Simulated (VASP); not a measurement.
Runs of VASP 6.6.1 on AlN. The structure is that of space group P6_3mc (No. 186), or close to it. The cells are those of the table. 

```tsv
cell	gap on the mesh (eV)	pressure (GPa)	largest force (eV/Å)
a = 3.140, b = 3.140, c = 5.026 Å, angles 90.0, 90.0, 120.0°, 4 atoms	3.95	(a)	0.32
a = 3.063, b = 3.063, c = 4.903 Å, angles 90.0, 90.0, 120.0°, 4 atoms	(c)	6.1	0.33
a = 3.011, b = 3.011, c = 4.820 Å, angles 90.0, 90.0, 120.0°, 4 atoms	(b)	19.5	0.04
a = 3.037, b = 3.037, c = 4.861 Å, angles 90.0, 90.0, 120.0°, 4 atoms	4.88	12.6	0.02
a = 3.089, b = 3.089, c = 4.944 Å, angles 90.0, 90.0, 120.0°, 4 atoms	(d)	0.5	0.33
```

Alike in all rows: task single point; level LDA; potentials or basis VASP PAW LDA potentials, release 64 (Al, N); no spin polarisation; k mesh 9 × 9 × 6; cutoff (eV) 520; smearing gaussian 0.05 eV.

Problem. Fill in the values left out.

Solution. (a) -9.1; (b) 4.92; (c) 4.61; (d) 4.38.

A k mesh can miss the band edges.
